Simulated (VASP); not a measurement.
# H6C2O in VASP: further runs, part 2 of 3

VASP 6.6.1. Earlier steps stand in the parts before.

### Step 4. Single point, PBE

Contents of INCAR:

```
  PREC = Accurate
  ENCUT = 520
  EDIFF = 1E-7
  ISMEAR = -1
  SIGMA = 0.02
  LREAL = Auto
  LASPH = True
  NELM = 80
  ALGO = Normal
  ISIF = 2
  LWAVE = False
  LCHARG = False
  GGA = PE
  NBANDS = 64
```

Contents of KPOINTS:

```
Automatic mesh
0
Gamma
  1 1 1
```

Contents of POSCAR:

```
H6C2O
1.0
    7.2936330000      0.0000000000      0.0000000000
    0.0000000000      7.2936330000      0.0000000000
    0.0000000000      0.0000000000      7.2936330000
C O H
8 4 24
Direct
    0.4606346385      0.7585794350      0.3089955308
    0.2632981396      0.6859270270      0.4125104732
    0.7987377484      0.4830240293      0.5409375547
    0.7638580115      0.2792298433      0.4722749280
    0.9986518378      0.8213190875      0.7780758917
    0.8903244789      0.8571859867      0.9590145268
    0.1919071058      0.0911205705      0.0953023000
    0.1257260956      0.2770224386      0.0268042003
    0.2791750010      0.5026850131      0.4926077306
    0.7085357873      0.1574661078      0.6300975111
    0.7594432020      0.6960043095      0.9862985977
   -0.0712950597      0.2632570079      0.0521413677
    0.2823147257      0.5523996066      0.6197048851
    0.1801022892      0.8136274474      0.4759082339
    0.1710807220      0.6276021840      0.3172493050
    0.4622250667      0.8995242837      0.2372206005
    0.5196724321      0.8121467038      0.4535599748
    0.5106782861      0.6335937111      0.2290079580
    0.5885270070      0.1142914649      0.6181281674
    0.6459743724      0.2659717044      0.3740385621
    0.8814811494      0.2115955108      0.3993483083
    0.8707320481      0.5608727502      0.4211481439
    0.6903966789      0.5461887101      0.5888697718
    0.8969878249      0.4738927774      0.6640997703
    0.8057027273      0.5977268119      0.9023349543
    0.9822402635      0.8456828031      1.0650522175
    0.7770750187      0.9522552067      0.9636075739
    1.1435179149      0.8776284740      0.7945011766
    1.0552628573      0.6817178764      0.8179874145
    0.9368582159      0.8821666788      0.6483188831
   -0.1018833824      0.1961573882     -0.0640421584
    0.1636084514      0.3677865338      0.1478001429
    0.1767294845      0.3176194909     -0.0920803117
    0.1265075992      0.0082674848      0.2043014777
    0.1923184235     -0.0249258497      0.0035373318
    0.3279298533      0.1060239801      0.1463193994
```

Potentials or basis: VASP PAW PBE potentials, release 64 (C, O, H).

Run with:

```sh
$ cat potpaw_PBE.64/C/POTCAR potpaw_PBE.64/O/POTCAR potpaw_PBE.64/H/POTCAR > POTCAR
$ mpirun -np 1 vasp_gam > vasp.out
```

OUTCAR:

```text
PREC = Accurate
   ENCUT = 520
   EDIFF = 1E-7
   ISMEAR = -1
   LREAL = Auto
   LASPH = True
   NELM = 80
   ISIF = 2
   GGA = PE

 ion  position               nearest neighbor table
   1  0.461  0.759  0.309-  18 1.14  16 1.15  17 1.20   2 1.71
   2  0.263  0.686  0.413-  15 1.06  14 1.20   9 1.46   1 1.71
   3  0.799  0.483  0.541-  23 0.98  24 1.15  22 1.17   4 1.59
   4  0.764  0.279  0.472-  20 1.12  21 1.12  10 1.51   3 1.59
[... 328 lines left out ...]
  -------------------------------------------------------------------------------------
  Total        6.4123221     -9.7152476     -2.2894170     -2.8790331     -0.7202934      5.4004214
  in kB       26.4785494    -40.1173961     -9.4537424    -11.8884579     -2.9743241     22.3000845
  external PRESSURE =      -7.6975297 kB  Pullay stress =       0.0000000 kB

 VOLUME and BASIS-vectors are now :
 -----------------------------------------------------------------------------
  energy-cutoff  :      520.00
  volume of cell :      388.00
      direct lattice vectors                 reciprocal lattice vectors
     7.293633000  0.000000000  0.000000000     0.137105884  0.000000000  0.000000000
     0.000000000  7.293633000  0.000000000     0.000000000  0.137105884  0.000000000
     0.000000000  0.000000000  7.293633000     0.000000000  0.000000000  0.137105884

 POSITION                                       TOTAL-FORCE (eV/Angst)
 -----------------------------------------------------------------------------------
      3.35970      5.53280      2.25370        -1.697838      0.517907      3.419486
      1.92040      5.00290      3.00870         0.104441      1.735824     -3.336479
      5.82570      3.52300      3.94540         5.897240     -3.745656     -2.338276
      5.57130      2.03660      3.44460        -1.261764     -0.204876      0.436650
      7.28380      5.99040      5.67500         1.437314      1.131742      1.741622
      6.49370      6.25200      6.99470        -2.773538     -2.800760     -2.804081
[... 28 lines left out ...]
      1.40270      7.11183      0.02580         0.627106      0.298644     -1.185547
      2.39180      0.77330      1.06720         1.357585      0.083677      0.164280
 -----------------------------------------------------------------------------------
    total drift:                                0.006492      0.009445      0.009207

  FREE ENERGIE OF THE ION-ELECTRON SYSTEM (eV)
  ---------------------------------------------------
  free  energy   TOTEN  =      -182.0581925478 eV

  energy  without entropy=     -182.0581925478  energy(sigma->0) =     -182.05819255
```

OSZICAR:

```text
N       E                     dE             d eps       ncg     rms          rms(c)
DAV:   1     0.585056751331E+03    0.58506E+03   -0.39387E+04   128   0.111E+03
DAV:   2    -0.123603066381E+03   -0.70866E+03   -0.67242E+03   176   0.252E+02
DAV:   3    -0.197856172356E+03   -0.74253E+02   -0.73643E+02   160   0.899E+01
DAV:   4    -0.199574453979E+03   -0.17183E+01   -0.17129E+01   168   0.156E+01
DAV:   5    -0.199614504557E+03   -0.40051E-01   -0.40023E-01   160   0.227E+00    0.230E+01
DAV:   6    -0.184726530181E+03    0.14888E+02   -0.27003E+01   144   0.177E+01    0.113E+01
DAV:   7    -0.182478286734E+03    0.22482E+01   -0.40897E+00   168   0.752E+00    0.581E+00
DAV:   8    -0.182062653237E+03    0.41563E+00   -0.10682E+00   168   0.446E+00    0.127E+00
DAV:   9    -0.182048119253E+03    0.14534E-01   -0.12396E-01   176   0.181E+00    0.591E-01
DAV:  10    -0.182055364238E+03   -0.72450E-02   -0.36826E-02   144   0.772E-01    0.275E-01
DAV:  11    -0.182057758890E+03   -0.23947E-02   -0.73956E-03   152   0.425E-01    0.183E-01
DAV:  12    -0.182058265520E+03   -0.50663E-03   -0.33202E-03   144   0.303E-01    0.486E-02
DAV:  13    -0.182058225873E+03    0.39647E-04   -0.82854E-04   160   0.117E-01    0.372E-02
DAV:  14    -0.182058194995E+03    0.30878E-04   -0.12321E-04   144   0.566E-02    0.129E-02
DAV:  15    -0.182058192893E+03    0.21015E-05   -0.30824E-05   152   0.235E-02    0.970E-03
DAV:  16    -0.182058192274E+03    0.61874E-06   -0.46674E-06   176   0.107E-02    0.385E-03
DAV:  17    -0.182058192590E+03   -0.31548E-06   -0.24143E-06   152   0.714E-03    0.159E-03
DAV:  18    -0.182058192548E+03    0.42121E-07   -0.33309E-07   152   0.225E-03
   1 F= -.18205819E+03 E0= -.18205819E+03  d E =-.562951E-11
```

It took 1.8 min on 1 thread of Intel Xeon 8259CL, shared host; peak memory 0.35 GiB.

What came out:

```
Free energy            : -182.0582 eV
Pressure               : -0.8 GPa
Largest force          : 8.708 eV/Å
Band gap on the k mesh : 4.24 eV
```

Forces in eV/Å, atoms in the order of the input:
```
C   -1.698  0.518  3.419
C    0.104  1.736 -3.336
C    5.897 -3.746 -2.338
C   -1.262 -0.205  0.437
C    1.437  1.132  1.742
C   -2.774 -2.801 -2.804
C    1.259 -0.950  0.107
C   -2.209 -2.213  8.127
O    0.877  2.319  3.168
O    2.903  1.293 -0.047
O    1.044 -0.604 -1.045
O   -0.473  0.338 -2.981
H    0.335 -1.647 -0.052
H    1.536 -2.290  0.071
H   -1.175  1.051 -2.235
H   -0.641 -1.868  0.127
H    0.586 -1.517 -2.193
H    0.332  1.560  0.996
H   -1.891 -0.402 -0.530
H    0.567  0.573  0.257
H   -0.332  0.623  0.691
H   -0.924 -0.734  1.552
H   -4.439  2.329  1.328
H   -0.544 -0.031 -1.361
H   -0.462  0.582  0.946
H    1.100  0.353  2.104
H    0.682  1.446  0.005
H   -1.108  0.690 -0.404
H   -1.168 -0.012 -1.666
H    0.330 -1.502  0.913
H   -0.727  0.579  1.059
H    0.121  0.020 -1.317
H    1.392  1.415 -4.250
H   -0.661  1.582  0.532
H    0.627  0.299 -1.186
H    1.358  0.084  0.164
```

Caveat: the k points lie up to 0.86 Å⁻¹ apart, too coarse for converged energies, forces and pressures; the atoms stand as in a frame of molecular dynamics.

### Step 5. Single point, PBE

Contents of INCAR:

```
SYSTEM = H6C2O
ALGO = Normal
EDIFF = 1E-7
ENCUT = 520
GGA = PE
ISIF = 2
ISMEAR = -1
LASPH = .TRUE.
LCHARG = .FALSE.
LREAL = Auto
LWAVE = .FALSE.
NBANDS = 64
NELM = 100
PREC = Accurate
SIGMA = 0.02
```

Contents of KPOINTS:

```
k-points
0
G
  1 1 1
  0 0 0
```

Contents of POSCAR:

```
H6C2O
1.0
    7.2936330000      0.0000000000      0.0000000000
    0.0000000000      7.2936330000      0.0000000000
    0.0000000000      0.0000000000      7.2936330000
C O H
8 4 24
Direct
    0.4577005725      0.7937882260      0.3283411710
    0.3069389425      0.6644151138      0.4251927674
    0.8820295729      0.3678962185      0.5010397425
    0.8144500827      0.1866559505      0.4435923771
    1.0008455320      0.8505500620      0.7727973151
    0.9045697802      0.8615733750      0.9358847641
    0.2488746006      0.1969114706      0.1095887331
    0.1398480017      0.3844174775     -0.0125451884
    0.3762322563      0.5505760984      0.5599541408
    0.7753063528      0.0872816058      0.5945322448
    0.7763894893      0.7016804931      0.9536125550
   -0.0488371159      0.3595190490      0.0156026496
    0.4314722169      0.4444698547      0.4999703166
    0.1869301622      0.6980746084      0.5126937426
    0.2863045070      0.5995777413      0.2874561964
    0.3722424750      0.8791503494      0.2471607771
    0.4935948930      0.8761614411      0.4268517486
    0.5557861220      0.7405500112      0.2119519861
    0.8030291626     -0.0469724759      0.5716355621
    0.6758908763      0.2097445813      0.3673066632
    0.9166076769      0.1061610860      0.3567906419
    0.7799679529      0.4307592663      0.5843726988
    1.0429918807      0.3988684377      0.5666174868
    0.9148390110      0.3999789954      0.3600126302
    0.8103094850      0.6090654685      1.0421692454
    0.9761253411      0.8958635566      1.0718115375
    0.8306148664      0.9932224448      0.9051593355
    1.0035053861      1.0039304144      0.7295952511
    1.1528548256      0.8027823720      0.7574825879
    0.9266712487      0.7876458824      0.6579162949
   -0.1244647215      0.3219109050     -0.0898043540
    0.2030949460      0.4668729562      0.0813723422
    0.2106631908      0.3729554256     -0.1437006770
    0.2630102173      0.2081130213      0.2503279230
    0.1642117173      0.0803440480      0.0744210738
    0.3840747128      0.2337518216      0.0703901608
```

Potentials or basis: VASP PAW PBE potentials, release 64 (C, O, H).

Run with:

```sh
$ cat potpaw_PBE.64/C/POTCAR potpaw_PBE.64/O/POTCAR potpaw_PBE.64/H/POTCAR > POTCAR
$ mpirun -np 1 vasp_gam > vasp.out
```

OUTCAR:

```text
SYSTEM = H6C2O
   EDIFF = 1E-7
   ENCUT = 520
   GGA = PE
   ISIF = 2
   ISMEAR = -1
   LASPH = .TRUE.
   LREAL = Auto
   NELM = 100
   PREC = Accurate

 ion  position               nearest neighbor table
   1  0.458  0.794  0.328-  17 0.97  16 1.06  18 1.18   2 1.61
   2  0.307  0.664  0.425-  14 1.11  15 1.12   9 1.38   1 1.61
   3  0.882  0.368  0.501-  22 1.06  24 1.08  23 1.29   4 1.47
   4  0.814  0.187  0.444-  21 1.14  20 1.17  10 1.35   3 1.47
   5  0.001  0.851  0.773-  30 1.10  28 1.16  29 1.17   6 1.38
   6  0.905  0.862  0.936-  27 1.12  26 1.15   5 1.38  11 1.50
   7  0.249  0.197  0.110-  34 1.03  36 1.06  35 1.08   8 1.82
   8  0.140  0.384  0.987-  32 1.02  33 1.09  12 1.40   7 1.82
   9  0.376  0.551  0.560-  13 0.98   2 1.38
  10  0.775  0.087  0.595-  19 1.01   4 1.35
  11  0.776  0.702  0.954-  25 0.97   6 1.50
  12  0.951  0.360  0.016-  31 0.99   8 1.40
  13  0.431  0.444  0.500-   9 0.98
  14  0.187  0.698  0.513-   2 1.11
  15  0.286  0.600  0.287-   2 1.12
  16  0.372  0.879  0.247-   1 1.06
  17  0.494  0.876  0.427-   1 0.97
[... 17 lines left out ...]
  35  0.164  0.080  0.074-   7 1.08
  36  0.384  0.234  0.070-   7 1.06

  LATTYP: Found a simple cubic cell.
 ALAT       =     7.2936330000

  Lattice vectors:

 A1 = (   7.2936330000,   0.0000000000,   0.0000000000)
 A2 = (   0.0000000000,   7.2936330000,   0.0000000000)
 A3 = (   0.0000000000,   0.0000000000,   7.2936330000)

Analysis of symmetry for initial positions (statically):
=====================================================================
 Subroutine PRICEL returns:
 Original cell was already a primitive cell.

 Routine SETGRP: Setting up the symmetry group for a
 simple cubic supercell.

 Subroutine GETGRP returns: Found  1 space group operations
 (whereof  1 operations were pure point group operations)
 out of a pool of 48 trial point group operations.

The static configuration has the point symmetry C_1 .

[... 178 lines left out ...]
  Fermi-wavevector in a.u.,A,eV,Ry     =   0.967151  1.827650 12.726630  0.935381
  Thomas-Fermi vector in A             =   2.097013
   LORBIT       =      0    0 simple, 1 ext, 2 COOP (PROOUT), +10 PAW based schemes
   GGA     = PE    functional components
   LHFCALC =     F    Hartree Fock is set to
   AEXX    =    0.0000 exact exchange contribution
   IVDW    =     0    specifies the selected vdW correction
   LEPSILON=     F    determine dielectric tensor
   LRPA    =     F    only Hartree local field effects (RPA)
 non-spin polarized calculation
  energy-cutoff  :      520.00
  volume of cell :      388.00
 maximum number of plane-waves:      5198
 NGX is ok and might be reduce to    54
   NGX = 27   NGY = 27   NGZ = 27

 number of electron      80.0000009 magnetization

 Free energy of the ion-electron system (eV)
  ---------------------------------------------------
  ext. energy  EPLUGINS =         0.00000000
  ---------------------------------------------------
  free energy    TOTEN  =      -181.04564476 eV

  energy without entropy =     -181.04564476  energy(sigma->0) =     -181.04564476

 E-fermi :  -1.8460     XC(G=0):  -6.4676

 val. band max:       -2.3923399022   @ k =   0.0000   0.0000   0.0000
 cond. band min:       1.7611452552   @ k =   0.0000   0.0000   0.0000
 fundamental gap:      4.1534851574
 Fermi energy:        -1.8460453219

 k-point     1 :       0.0000    0.0000    0.0000
  band No.  band energies     occupation
      1     -23.0454      2.00000
      2     -22.8289      2.00000
      3     -22.7710      2.00000
      4     -21.5143      2.00000
      5     -16.3286      2.00000
      6     -15.6669      2.00000
[... 44 lines left out ...]
     51       5.0883      0.00000
     52       5.2104      0.00000
 [bands above 52 left out]

------------------------ aborting loop because EDIFF is reached ----------------------------------------

  FORCE on cell =-STRESS in cart. coord.  units (eV):
  Direction    XX          YY          ZZ          XY          YZ          ZX
  --------------------------------------------------------------------------------------
  -------------------------------------------------------------------------------------
  Total       -1.6790246      9.2641053      9.4111132     -1.5897823     -0.8737677      0.9009736
  in kB       -6.9332350     38.2544836     38.8615270     -6.5647247     -3.6080689      3.7204110
  external PRESSURE =      23.3942585 kB  Pullay stress =       0.0000000 kB

 VOLUME and BASIS-vectors are now :
 -----------------------------------------------------------------------------
  energy-cutoff  :      520.00
  volume of cell :      388.00
      direct lattice vectors                 reciprocal lattice vectors
     7.293633000  0.000000000  0.000000000     0.137105884  0.000000000  0.000000000
     0.000000000  7.293633000  0.000000000     0.000000000  0.137105884  0.000000000
     0.000000000  0.000000000  7.293633000     0.000000000  0.000000000  0.137105884

 POSITION                                       TOTAL-FORCE (eV/Angst)
 -----------------------------------------------------------------------------------
      3.33830      5.78960      2.39480        -2.414246     -2.999127     -2.903289
      2.23870      4.84600      3.10120         1.199316     -0.049815     -2.700760
      6.43320      2.68330      3.65440         4.321070      0.537380     -0.377322
      5.94030      1.36140      3.23540        -0.070248     -0.763918     -1.561289
      0.00617      6.20360      5.63650         5.458778      1.580685     -4.554914
      6.59760      6.28400      6.82600        -3.115485     -0.224046      4.325539
[... 28 lines left out ...]
      1.19770      0.58600      0.54280         0.852881     -0.631176     -0.508655
      2.80130      1.70490      0.51340         1.421833     -1.195904     -1.219565
 -----------------------------------------------------------------------------------
    total drift:                               -0.014997     -0.005605     -0.021831

  FREE ENERGIE OF THE ION-ELECTRON SYSTEM (eV)
  ---------------------------------------------------
  free  energy   TOTEN  =      -181.0456447645 eV

  energy  without entropy=     -181.0456447645  energy(sigma->0) =     -181.04564476
```

stdout:

```text
POSCAR found type information on POSCAR C O H
 POSCAR found :  3 types and      36 ions
 scaLAPACK will be used
 LDA part: xc-table for (Slater+PW92), standard interpolation
 POSCAR, INCAR and KPOINTS ok, starting setup
 FFT: planning ... GRIDC
 FFT: planning ... GRID_SOFT
 FFT: planning ... GRID
 WAVECAR not read
 entering main loop
```

Wall time 1.9 min (1 thread of Intel Xeon 8259CL, shared host); peak memory 0.37 GiB.

What came out:

```yaml
Free_energy: -181.0456 eV
Pressure: 2.3 GPa
Largest_force: 7.283 eV/Å
Band_gap_on_the_k_mesh: 4.15 eV
```

Forces on the atoms (eV/Å):
```
C   -2.414 -2.999 -2.903
C    1.199 -0.050 -2.701
C    4.321  0.537 -0.377
C   -0.070 -0.764 -1.561
C    5.459  1.581 -4.555
C   -3.115 -0.224  4.326
C   -1.672  2.150 -2.897
C    0.614 -5.247  1.465
O    1.596 -2.381  0.827
O   -0.909 -3.593  2.217
O   -0.222  1.725 -0.277
O   -0.846  0.572 -0.436
H    0.260  0.045  0.361
H   -0.162  1.777 -1.751
H   -1.548 -0.893  1.072
H   -0.898  0.994 -0.980
H    3.040  3.466  3.832
H   -0.872  0.020  2.171
H   -0.750  1.743  0.380
H    1.439 -0.075 -0.037
H   -0.770  0.877  0.042
H   -0.548  1.236  0.075
H   -3.150 -1.449 -0.723
H   -0.467  2.292 -0.465
H    0.845 -0.052  0.264
H   -0.223 -0.761 -1.210
H   -1.159 -0.928  1.148
H    0.894 -1.621 -0.041
H   -1.698  0.019  0.711
H   -0.186 -0.479  0.249
H    0.961  0.226  0.133
H    0.348  3.101  1.194
H   -0.744  0.313 -0.443
H   -0.827  0.668  2.620
H    0.853 -0.631 -0.509
H    1.422 -1.196 -1.220
```

Stress tensor (GPa, compression positive):
```
-0.69 -0.66  0.37
-0.66  3.83 -0.36
 0.37 -0.36  3.89
```

Caveat: the k points lie up to 0.86 Å⁻¹ apart, too coarse for converged energies, forces and pressures; the atoms stand as in a frame of molecular dynamics.

(Part 2 of 3 ends here.)
